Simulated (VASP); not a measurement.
# Cu (P6_3/mmc) in VASP: settings compared

The runs below take Cu through single point, with PBE, LDA.

All numbers are computed with VASP 6.6.1; they aren't measurements. Logs are shortened: lines on timing, memory, paths and dates and some standing lists are left out, and cuts for length are marked.

**1. The cell of the first run**

The structure is hexagonal, space group P6_3/mmc (No. 194). Conventional cell: a = 2.498 Å, b = 2.498 Å, c = 4.424 Å, α = 90.00°, β = 90.00°, γ = 120.00°. Cu (site symmetry -6m2) has 12 Cu at 2.50 to 2.64 Å within 3.3 Å.

This isn't the form of Cu at room conditions, which is fcc.

**2. Single point, PBE (strained)**

The input, INCAR:

```
SYSTEM = Cu
  PREC = Accurate
  ENCUT = 820
  EDIFF = 1E-6
  ISMEAR = 0
  SIGMA = 0.1
  LREAL = .False.
  LASPH = .True.
  NELM = 120
  ALGO = Normal
  ISIF = 2
  LWAVE = .False.
  LCHARG = .False.
  GGA = PE
  NBANDS = 26
  GGA_COMPAT = .False.
```

The input, KPOINTS:

```
regular mesh
0
Gamma
  18 18 10
  0 0 0
```

The input, POSCAR:

```
Cu
1.0
    2.4981378381      0.0000000000      0.0000000000
   -1.2490689190      2.1634508299      0.0000000000
    0.0000000000      0.0000000000      4.4243450075
Cu
2
Direct
    0.3333333300      0.6666666700      0.2500000000
    0.6666666700      0.3333333300      0.7500000000
```

Potentials or basis: VASP PAW PBE potentials, release 64 (Cu_sv_GW).

Started as:

```console
> cat potpaw_PBE.64/Cu_sv_GW/POTCAR > POTCAR
> mpirun -np 1 vasp_std > vasp.out
```

OUTCAR:

```text
SYSTEM = Cu
   PREC = Accurate
   ENCUT = 820
   EDIFF = 1E-6
   ISMEAR = 0
   LREAL = .False.
   LASPH = .True.
   NELM = 120
   ISIF = 2
   GGA = PE

 ion  position               nearest neighbor table
   1  0.333  0.667  0.250-   2 2.64   2 2.64   2 2.64   2 2.64   2 2.64   2 2.64
   2  0.667  0.333  0.750-   1 2.64   1 2.64   1 2.64   1 2.64   1 2.64   1 2.64

  LATTYP: Found a hexagonal cell.
 ALAT       =     2.4981378381
 C/A-ratio  =     1.7710572011

  Lattice vectors:

 A1 = (   2.4981378381,   0.0000000000,   0.0000000000)
 A2 = (  -1.2490689190,   2.1634508299,   0.0000000000)
 A3 = (   0.0000000000,   0.0000000000,   4.4243450075)

Analysis of symmetry for initial positions (statically):
=====================================================================
 Subroutine PRICEL returns:
 Original cell was already a primitive cell.

 Routine SETGRP: Setting up the symmetry group for a
 hexagonal supercell.

 Subroutine GETGRP returns: Found 24 space group operations
 (whereof 12 operations were pure point group operations)
 out of a pool of 24 trial point group operations.

The static configuration has the point symmetry D_3d.
 The point group associated with its full space group is D_6h.

Analysis of symmetry for dynamics (positions and initial velocities):
=====================================================================
 Subroutine PRICEL returns:
 Original cell was already a primitive cell.

 Routine SETGRP: Setting up the symmetry group for a
 hexagonal supercell.

 Subroutine GETGRP returns: Found 24 space group operations
 (whereof 12 operations were pure point group operations)
 out of a pool of 24 trial point group operations.

The dynamic configuration has the point symmetry D_3d.
 The point group associated with its full space group is D_6h.

 Subroutine INISYM returns: Found 24 space group operations
 (whereof 12 operations are pure point group operations),
 and found     1 'primitive' translations

----------------------------------------------------------------------------------------

                                     Primitive cell

  volume of cell :      23.9118

  direct lattice vectors                    reciprocal lattice vectors
     2.498137838  0.000000000  0.000000000     0.400298168  0.231112255  0.000000000
    -1.249068919  2.163450830  0.000000000     0.000000000  0.462224510  0.000000000
     0.000000000  0.000000000  4.424345008     0.000000000  0.000000000  0.226022157

  length of vectors
     2.498137838  2.498137838  4.424345008     0.462224510  0.462224510  0.226022157

  position of ions in fractional coordinates (direct lattice)
     0.333333330  0.666666670  0.250000000
     0.666666670  0.333333330  0.750000000

  ion indices of the primitive-cell ions
   primitive index   ion index
                 1           1
                 2           2

----------------------------------------------------------------------------------------

 KPOINTS: regular mesh

Automatic generation of k-mesh.
 Grid dimensions read from file:
 generate k-points for:   18   18   10

 Generating k-lattice:

  Cartesian coordinates                     Fractional coordinates (reciprocal lattice)
     0.022238787  0.012839570  0.000000000     0.055555556  0.000000000  0.000000000
     0.000000000  0.025679139  0.000000000     0.000000000  0.055555556  0.000000000
     0.000000000  0.000000000  0.022602216     0.000000000  0.000000000  0.100000000

  Length of vectors
     0.025679139  0.025679139  0.022602216

  Shift w.r.t. Gamma in fractional coordinates (k-lattice)
     0.000000000  0.000000000  0.000000000

 Subroutine IBZKPT returns following result:
 ===========================================

 Found    222 irreducible k-points:

 Following reciprocal coordinates:
            Coordinates               Weight
  0.000000  0.000000  0.000000      1.000000
  0.055556 -0.000000  0.000000      6.000000
  0.111111 -0.000000  0.000000      6.000000
  0.166667 -0.000000  0.000000      6.000000
  0.222222  0.000000  0.000000      6.000000
  0.277778  0.000000  0.000000      6.000000
[... 16 lines left out ...]
  0.333333  0.111111  0.000000     12.000000
  0.388889  0.111111  0.000000     12.000000
 [... further k-points ...]
   k-points           NKPTS =    222   k-points in BZ     NKDIM =    222   number of bands    NBANDS=     26
   number of dos      NEDOS =    301   number of ions     NIONS =      2
   total plane-waves  NPLWV =  24192
   dimension x,y,z NGX =    24 NGY =   24 NGZ =   42
   dimension x,y,z NGXF=    48 NGYF=   48 NGZF=   84
   ions per type =               2
   NGX,Y,Z   is equivalent  to a cutoff of  15.97, 15.97, 15.78 a.u.
   NGXF,Y,Z  is equivalent  to a cutoff of  31.94, 31.94, 31.56 a.u.
 SYSTEM =  Cu
   PREC   = accura    normal or accurate (medium, high low for compatibility)
   ISTART =      0    job   : 0-new  1-cont  2-samecut
   ICHARG =      2    charge: 1-file 2-atom 10-const
   ISPIN  =      1    spin polarized calculation?
   LNONCOLLINEAR =      F non collinear calculations
   LSORBIT =      F    spin-orbit coupling
   LASPH  =      T    aspherical Exc in radial PAW
   ENCUT  =  820.0 eV  60.27 Ry    7.76 a.u.   5.83  5.83 10.33*2*pi/ulx,y,z
   NELM   =    120;   NELMIN=  2; NELMDL= -5     # of ELM steps
   EDIFF  = 0.1E-05   stopping-criterion for ELM
   LREAL  =      F    real-space projection
   EDIFFG = 0.1E-04   stopping-criterion for IOM
   NSW    =      0    number of steps for IOM
   IBRION =     -1    ionic relax: 0-MD 1-quasi-New 2-CG
   NFREE  =      0    steps in history (QN), initial steepest desc. (CG)
   ISIF   =      2    stress and relaxation
   ISYM   =      2    0-nonsym 1-usesym 2-fastsym
   POTIM  = 0.5000    time-step for ionic-motion
   TEBEG  =    0.0;   TEEND  =   0.0 temperature during run
   PSTRESS=    0.0 pullay stress
   NELECT =      38.0000    total number of electrons
   NUPDOWN=      -1.0000    fix difference up-down
   EMIN   =  10.00;   EMAX   =-10.00  energy-range for DOS
   EFERMI =   0.00;   METHOD = LEGACY
   ISMEAR =     0;   SIGMA  =   0.10  broadening in eV -4-tet -1-fermi 0-gaus
   EFERMI_NEDOS =   21; number of points for ismear=-14 and -15
   IALGO  =     38    algorithm
   IMIX   =      4    mixing-type and parameters
     AMIX     =   0.40;   BMIX     =  1.00
     AMIX_MAG =   1.60;   BMIX_MAG =  1.00
  volume/ion in A,a.u.               =      11.96        80.68
  Fermi-wavevector in a.u.,A,eV,Ry     =   1.910433  3.610196 49.657940  3.649756
  Thomas-Fermi vector in A             =   2.947269
   LORBIT       =      0    0 simple, 1 ext, 2 COOP (PROOUT), +10 PAW based schemes
   GGA     = PE    functional components
   LHFCALC =     F    Hartree Fock is set to
   AEXX    =    0.0000 exact exchange contribution
   IVDW    =     0    specifies the selected vdW correction
   LEPSILON=     F    determine dielectric tensor
   LRPA    =     F    only Hartree local field effects (RPA)
 non-spin polarized calculation
 Gauss-broadening in eV      SIGMA  =   0.10
  energy-cutoff  :      820.00
  volume of cell :       23.91
 maximum number of plane-waves:      1289
 NGX is ok and might be reduce to    24
   NGX = 11   NGY = 11   NGZ = 21

 number of electron      37.9999971 magnetization

 Free energy of the ion-electron system (eV)
  ---------------------------------------------------
  ext. energy  EPLUGINS =         0.00000000
  ---------------------------------------------------
  free energy    TOTEN  =        -7.52231859 eV

  energy without entropy =       -7.51566084  energy(sigma->0) =       -7.51898972

 E-fermi :   7.4409     XC(G=0): -13.2759

 val. band max:        7.4332342538   @ k =   0.4444   0.0556   0.2000
 cond. band min:       7.4529448814   @ k =   0.4444   0.0556   0.3000
 fundamental gap:      0.0197106276
 Fermi energy:         7.4408873821

 k-point     1 :       0.0000    0.0000    0.0000
  band No.  band energies     occupation
      1    -105.1249      2.00000
      2    -105.1163      2.00000
      3     -62.5002      2.00000
      4     -62.4576      2.00000
      5     -62.4576      2.00000
      6     -62.4487      2.00000
[... 18 lines left out ...]
     25      31.0707      0.00000
     26      32.2645      0.00000

 k-point     2 :       0.0556   -0.0000    0.0000
  band No.  band energies     occupation
      1    -105.1243      2.00000
      2    -105.1159      2.00000
      3     -62.4993      2.00000
      4     -62.4607      2.00000
      5     -62.4584      2.00000
      6     -62.4518      2.00000
[... 18 lines left out ...]
     25      29.7689      0.00000
     26      32.4637      0.00000

 k-point     3 :       0.1111   -0.0000    0.0000
  band No.  band energies     occupation
      1    -105.1229      2.00000
      2    -105.1149      2.00000
      3     -62.4965      2.00000
      4     -62.4698      2.00000
      5     -62.4611      2.00000
      6     -62.4607      2.00000
[... 18 lines left out ...]
     25      29.0078      0.00000
     26      32.0915      0.00000

 k-point     4 :       0.1667   -0.0000    0.0000
  band No.  band energies     occupation
      1    -105.1207      2.00000
      2    -105.1135      2.00000
      3     -62.4922      2.00000
      4     -62.4839      2.00000
      5     -62.4747      2.00000
      6     -62.4650      2.00000
[... 18 lines left out ...]
     25      29.3343      0.00000
     26      29.9041      0.00000
[... 496 lines left out ...]
      1    -105.1124      2.00000
      2    -105.1078      2.00000
      3     -62.5361      2.00000
      4     -62.5288      2.00000
      5     -62.4849      2.00000
      6     -62.4727      2.00000
[... 18 lines left out ...]
     25      22.9282      0.00000
     26      27.2643      0.00000

 k-point    23 :       0.3333    0.1111    0.0000
  band No.  band energies     occupation
      1    -105.1103      2.00000
      2    -105.1068      2.00000
      3     -62.5489      2.00000
      4     -62.5403      2.00000
      5     -62.4900      2.00000
      6     -62.4766      2.00000
[... 18 lines left out ...]
     25      20.7891      0.00000
     26      26.5782      0.00000

 k-point    24 :       0.3889    0.1111    0.0000
  band No.  band energies     occupation
      1    -105.1087      2.00000
      2    -105.1061      2.00000
      3     -62.5569      2.00000
      4     -62.5477      2.00000
      5     -62.4933      2.00000
      6     -62.4791      2.00000
[... 18 lines left out ...]
     25      19.3113      0.00000
     26      26.4259      0.00000

 [... further k-points ...]

------------------------ aborting loop because EDIFF is reached ----------------------------------------

  FORCE on cell =-STRESS in cart. coord.  units (eV):
  Direction    XX          YY          ZZ          XY          YZ          ZX
  --------------------------------------------------------------------------------------
  -------------------------------------------------------------------------------------
  Total        0.5598676      0.5598676     -1.3255637      0.0000000     -0.0000000      0.0000000
  in kB       37.5131460     37.5131460    -88.8175475      0.0000000     -0.0000000      0.0000000
  external PRESSURE =      -4.5970852 kB  Pullay stress =       0.0000000 kB

 VOLUME and BASIS-vectors are now :
 -----------------------------------------------------------------------------
  energy-cutoff  :      820.00
  volume of cell :       23.91
      direct lattice vectors                 reciprocal lattice vectors
     2.498137838  0.000000000  0.000000000     0.400298168  0.231112255  0.000000000
    -1.249068919  2.163450830  0.000000000     0.000000000  0.462224510  0.000000000
     0.000000000  0.000000000  4.424345008     0.000000000  0.000000000  0.226022157

 POSITION                                       TOTAL-FORCE (eV/Angst)
 -----------------------------------------------------------------------------------
     -0.00000      1.44230      1.10609         0.000000     -0.000000      0.000000
      1.24907      0.72115      3.31826        -0.000000      0.000000      0.000000
 -----------------------------------------------------------------------------------
    total drift:                               -0.000025      0.000014     -0.000000

  FREE ENERGIE OF THE ION-ELECTRON SYSTEM (eV)
  ---------------------------------------------------
  free  energy   TOTEN  =        -7.5223185870 eV

  energy  without entropy=       -7.5156608449  energy(sigma->0) =       -7.51898972
```

It took 92 s on 1 thread of Intel Xeon 6975P-C (Granite Rapids), shared host; peak memory 0.38 GiB.

Results:

| Item | Value |
| --- | --- |
| Free energy | -7.5223 eV |
| Pressure | -0.5 GPa |
| Band gap on the k mesh | zero (bands 19 and 20 overlap by 6.31 eV) |

Stress tensor (GPa, compression positive):
```
 3.75  0.00  0.00
 0.00  3.75  0.00
 0.00  0.00 -8.88
```

Caveat: the cell differs from its parent crystal (strained); the stress differs along the axes, from -9 to 4 GPa.

**3. Single point, PBE (strained)**

The input, INCAR:

```
SYSTEM = Cu
ALGO = Normal
EDIFF = 1E-6
ENCUT = 820
GGA = PE
GGA_COMPAT = .FALSE.
ISIF = 2
ISMEAR = 0
LASPH = .TRUE.
LCHARG = .FALSE.
LREAL = .FALSE.
LWAVE = .FALSE.
NBANDS = 26
NELM = 120
PREC = Accurate
SIGMA = 0.1
```

The input, KPOINTS:

```
k-points
0
G
  18 18 10
  0 0 0
```

The input, POSCAR:

```
Cu
1.0
    2.5706130028      0.0000000000      0.0000000000
   -1.2853065014      2.2262161637      0.0000000000
    0.0000000000      0.0000000000      4.1101445831
Cu
2
Direct
    0.3333333300      0.6666666700      0.2500000000
    0.6666666700      0.3333333300      0.7500000000
```

Potentials or basis: VASP PAW PBE potentials, release 64 (Cu_sv_GW).

Started as:

```console
> cat potpaw_PBE.64/Cu_sv_GW/POTCAR > POTCAR
> mpirun -np 1 vasp_std > vasp.out
```

It took 3 min on 1 thread of Intel Xeon Platinum 8259CL at 2.50GHz (Skylake/Cascade Lake), shared host; peak memory 0.37 GiB.

It converged, with:

* Free energy: -7.5669 eV
* Pressure: 0.9 GPa
* Band gap on the k mesh: zero (bands 19 and 20 overlap by 5.85 eV)

Stress tensor (GPa, compression positive):
```
-0.40  0.00  0.00
 0.00 -0.40  0.00
 0.00  0.00  3.39
```

Levels at points of the mesh, in eV from the Fermi level:
```
           k point  band 15  band 16  band 17  band 18  band 19  band 20  band 21  band 22  band 23  band 24
(0.00, 0.00, 0.00)    -2.67    -2.45    -2.45    -1.63    -1.63    -0.81     4.12    21.15    21.35    21.35
(0.50, 0.00, 0.00)    -2.61    -1.57    -1.47    -1.46     0.02     1.54     7.90     8.33    10.86    11.20
(0.00, 0.00, 0.50)    -2.96    -2.96    -1.86    -1.86    -1.86    -1.86    13.06    13.06    21.86    21.86
(0.50, 0.00, 0.50)    -1.82    -1.82    -1.50    -1.50     0.49     0.49     4.85     4.85    15.93    15.93
```

Caveat: the cell differs from its parent crystal (strained).

**4. Single point, LDA (strained)**

The input, INCAR:

```
SYSTEM = Cu
PREC = Accurate
ENCUT = 820
EDIFF = 1E-6
ISMEAR = 0
SIGMA = 0.1
LREAL = .False.
LASPH = .True.
NELM = 120
ALGO = Normal
ISIF = 2
LWAVE = .False.
LCHARG = .False.
GGA = CA
NBANDS = 26
GGA_COMPAT = .False.
```

The input, KPOINTS:

```
regular mesh
0
Gamma
  18 18 10
  0 0 0
```

The input, POSCAR:

```
Cu
1.0
    2.5558899012      0.0000000000      0.0000000000
   -1.2779449506      2.2134655837      0.0000000000
    0.0000000000      0.0000000000      3.9011848506
Cu
2
Direct
    0.3333333300      0.6666666700      0.2500000000
    0.6666666700      0.3333333300      0.7500000000
```

Potentials or basis: VASP PAW LDA potentials, release 64 (Cu_sv_GW).

Started as:

```console
> cat potpaw_LDA.64/Cu_sv_GW/POTCAR > POTCAR
> mpirun -np 1 vasp_std > vasp.out
```

Run time: 100 s. Hardware: 1 thread of Intel Xeon 6975P-C (Granite Rapids), shared host; peak memory 0.34 GiB.

Results (log left out):

```
Free energy            : -9.6577 eV
Pressure               : -2.3 GPa
Band gap on the k mesh : zero (bands 19 and 20 overlap by 5.88 eV)
```

Stress tensor (GPa, compression positive):
```
-6.58  0.00  0.00
 0.00 -6.58  0.00
 0.00  0.00  6.37
```

Levels at points of the mesh, in eV from the Fermi level:
```tsv
k point	band 15	band 16	band 17	band 18	band 19	band 20	band 21	band 22	band 23	band 24
(0.00, 0.00, 0.00)	-2.87	-2.80	-2.80	-1.74	-1.74	-0.48	5.13	21.13	21.17	21.17
(0.50, 0.00, 0.00)	-2.72	-1.78	-1.62	-1.50	-0.11	1.45	8.44	9.10	11.61	12.22
(0.00, 0.00, 0.50)	-3.29	-3.29	-1.99	-1.99	-1.99	-1.99	14.90	14.90	21.88	21.88
(0.50, 0.00, 0.50)	-1.99	-1.99	-1.67	-1.67	0.37	0.37	5.08	5.08	16.02	16.02
```

Caveat: the cell differs from its parent crystal (strained); the stress differs along the axes, from -7 to 6 GPa.

**5. The runs side by side**

| level | potentials or basis | cell | gap on the mesh (eV) | pressure (GPa) |
| --- | --- | --- | --- | --- |
| PBE | VASP PAW PBE potentials, release 64 (Cu_sv_GW) | a = 2.498, b = 2.498, c = 4.424 Å, angles 90.0, 90.0, 120.0°, 2 atoms | none | -0.5 |
| PBE | VASP PAW PBE potentials, release 64 (Cu_sv_GW) | a = 2.571, b = 2.571, c = 4.110 Å, angles 90.0, 90.0, 120.0°, 2 atoms | none | 0.9 |
| LDA | VASP PAW LDA potentials, release 64 (Cu_sv_GW) | a = 2.556, b = 2.556, c = 3.901 Å, angles 90.0, 90.0, 120.0°, 2 atoms | none | -2.3 |

Alike in all rows: task single point; no spin polarisation; k mesh 18 × 18 × 10; cutoff (eV) 820; smearing gaussian 0.1 eV.

Caveats: the stress differs along the axes, from -9 to 4 GPa (at least some runs); the stress differs along the axes, from -7 to 6 GPa (at least some runs).

Absolute energies hang on the potentials; compare differences alone.

The gap in the log of VASP goes by the Fermi energy; the results here count the filled bands.